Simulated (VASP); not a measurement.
IrF:

```
Ir F
1.0
     2.75387    0.00000    0.00000
     0.00000    2.75387    0.00000
     0.00000    0.00000    2.75387
Ir F
1 1
Direct
  0.00000 0.00000 0.00000
  0.50000 0.50000 0.50000
```

The cell was built from a structure type or drawn by symmetry, and may not be a known phase.

| Property | Result |
| --- | --- |
| Program | VASP 6.6.1 |
| Task | relaxation of cell and atoms |
| Functional | PBE |
| Potentials or basis | VASP PAW PBE potentials, release 64 (Ir, F) |
| Cutoff | 600 eV |
| k mesh | 6 × 6 × 6 |
| Occupations | gaussian, width 0.1 eV |
| Spin | collinear spin |
| Starting moments | [1.0, 0.0] μB |

At the start: pressure 55.5 GPa; volume 10.44 Å³/atom.

Question: Where does the relaxation end?

Answer: Over 4 steps the energy falls by 364.4 meV/atom and the volume is 13.11 Å³/atom (+25.6 %); space group Pm-3m (No. 221, to 0.1 Å) before and after; moment 2.12 μB per cell.

Step by step:
```csv
step,energy change (eV),largest force (eV/Å),pressure (GPa),volume (Å³)
1,0.0000,0.0000,55.54,20.88
2,-0.0991,0.0000,-20.37,33.85
3,-0.7283,0.0000,-1.05,26.36
4,-0.7289,0.0000,-0.32,26.22
```

Final structure:
```yaml
crystal:
  lattice:
    - [2.97087, 0.00000, 0.00000]
    - [0.00000, 2.97087, 0.00000]
    - [0.00000, 0.00000, 2.97087]
  atoms:
    - { symbol: Ir, position: [0.00000, 0.00000, 0.00000] }
    - { symbol: F, position: [0.50000, 0.50000, 0.50000] }
```

Caveat: the k points lie up to 0.35 Å⁻¹ apart in the final cell; the volume moved by over 15 % at a fixed basis, so the end points are rough.
